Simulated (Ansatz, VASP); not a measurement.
## Two plane-wave programs on Zr3S2

INCAR

```
PREC = Accurate
ENCUT = 520
EDIFF = 1E-7
ISMEAR = 0
SIGMA = 0.1
LREAL = False
LASPH = True
NELM = 80
ALGO = Normal
ISIF = 2
LWAVE = False
LCHARG = True
GGA = PE
LELF = True
LVHAR = True
NBANDS = 32
```

The input KPOINTS:

```
Automatic mesh
0
Gamma
  6 6 2
```

The input POSCAR:

```
Zr3S2
1.0
    3.9361163300      0.0000000000      0.0000000000
   -1.9680581600      3.4087767300      0.0000000000
    0.0000000000      0.0000000000      9.0244243400
Zr S
3 2
Direct
    0.3333333300      0.6666666700      0.9816251700
    0.6666666700      0.3333333300      0.9816251700
    0.0000000000      0.0000000000      0.5166572700
    0.3333333300      0.6666666700      0.2481642900
    0.6666666700      0.3333333300      0.2481642900
```

Input for Ansatz:

```yaml
crystal:
  lattice:
    - [3.93611633, 0.0, 0.0]
    - [-1.96805816, 3.40877673, 0.0]
    - [0.0, 0.0, 9.02442434]
  atoms:
    - { symbol: Zr, position: [0.33333333, 0.66666667, 0.98162517] }
    - { symbol: Zr, position: [0.66666667, 0.33333333, 0.98162517] }
    - { symbol: Zr, position: [0.0, 0.0, 0.51665727] }
    - { symbol: S, position: [0.33333333, 0.66666667, 0.24816429] }
    - { symbol: S, position: [0.66666667, 0.33333333, 0.24816429] }
basis:
  ecutwfc: 420
kpoints:
  mp_grid: { grid: [6, 6, 2] }
hamiltonian:
  xc: pbe
scf:
  occupations: { method: gaussian, width: 0.1 }
  lower_state_search: "off"
output:
  forces: true
  stress: true
  eigenvalues: true
```

Alike in both runs: task single point; functional PBE; k mesh 6 × 6 × 2; occupations gaussian, width 0.1 eV; no spin polarisation.

```csv
,VASP,Ansatz
version,VASP 6.6.1,Ansatz 0.2.0
potentials or method,"VASP PAW PBE potentials, release 64 (Zr_sv, S), cutoff 520 eV","scalar-relativistic, plane waves, PAW"
valence electrons in the cell,48,48
```

```tsv
	VASP	Ansatz	Ansatz less VASP
gap on the k mesh at the Fermi level (eV)	none	none	-
pressure (GPa)	12.8	12.6	-0.26
traceless stress, the component that is largest in VASP (GPa)	-17.34	-17.08	+0.256
rms of the force components (eV/Å)	1.137	1.135	-0.0020
```

Atom by atom the forces differ by 0.003 eV/Å (rms over components). A gap of «none» marks a metal or a gap that the smearing closes. The functional is the same, so the differences come from potentials, cutoffs and numerics.
